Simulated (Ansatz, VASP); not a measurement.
## Two plane-wave programs on NaF

```
CELL_PARAMETERS angstrom
0.00000 2.29724 2.29724
2.29724 0.00000 2.29724
2.29724 2.29724 0.00000
ATOMIC_POSITIONS crystal
Na 0.00000 0.00000 0.00000
F 0.50000 0.50000 0.50000
```

Alike in both runs: task single point; functional PBE; k mesh 6 × 6 × 6; no spin polarisation.

|  | VASP | Ansatz |
| --- | --- | --- |
| version | VASP 6.6.1 | Ansatz 0.2.0 |
| potentials or method | VASP PAW PBE potentials, release 64 (Na_pv, F) | plane waves, PAW |
| plane-wave cutoff (eV) | 520 | 420 |
| occupations | gaussian, width 0.01 eV | fixed |
| valence electrons in the cell | 14 | 16 |

Ansatz gave:

| Property | Result |
| --- | --- |
| gap on the k mesh at the Fermi level (eV) | 6.46 |
| pressure (GPa) | 3.6 |

**Question.** Estimate VASP's values.

**Answer.** gap on the k mesh at the Fermi level (eV): 6.44; pressure (GPa): 3.5.

VASP's potentials hold 14 valence electrons a cell and Ansatz's 16, so a difference there can come from the potentials and not from the codes.
